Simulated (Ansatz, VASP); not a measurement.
**C in VASP and in Ansatz**

```
C
1.0
     0.00000   -1.78014   -1.78014
    -1.78014    0.00000   -1.78014
     1.78014    1.78014   -3.56028
C
4
Direct
  0.73009 0.77306 0.75000
  0.23606 0.24699 0.25696
  0.37375 0.39285 0.88612
  0.91010 0.83710 0.35692
```

Change from the starting cell: all atoms moved at random, sigma 0.05 Å a component.

Alike in both runs: task single point; functional r2SCAN; k mesh 12 × 12 × 10; occupations gaussian, width 0.05 eV; no spin polarisation.

|  | VASP | Ansatz |
| --- | --- | --- |
| version | VASP 6.6.1 | Ansatz 0.2.0 |
| potentials or method | VASP PAW PBE potentials, release 64 (C), cutoff 520 eV | scalar-relativistic, plane waves, PAW |
| valence electrons in the cell | 16 | 16 |

VASP gave:

* gap on the k mesh at the Fermi level (eV): 2.85
* least direct gap on the mesh (eV): 3.37
* pressure (GPa): 5.8
* traceless stress, the component that is largest in VASP (GPa): 3.98
* rms of the force components (eV/Å): 2.771

Problem. What did Ansatz give for the same quantities?

Solution. gap on the k mesh at the Fermi level (eV): 2.88; least direct gap on the mesh (eV): 3.41; pressure (GPa): 4.7; traceless stress, the component that is largest in VASP (GPa): 3.64; rms of the force components (eV/Å): 2.765.

VASP's potentials were made for PBE, not for r2SCAN. Atom by atom the forces differ by 0.014 eV/Å (rms over components).
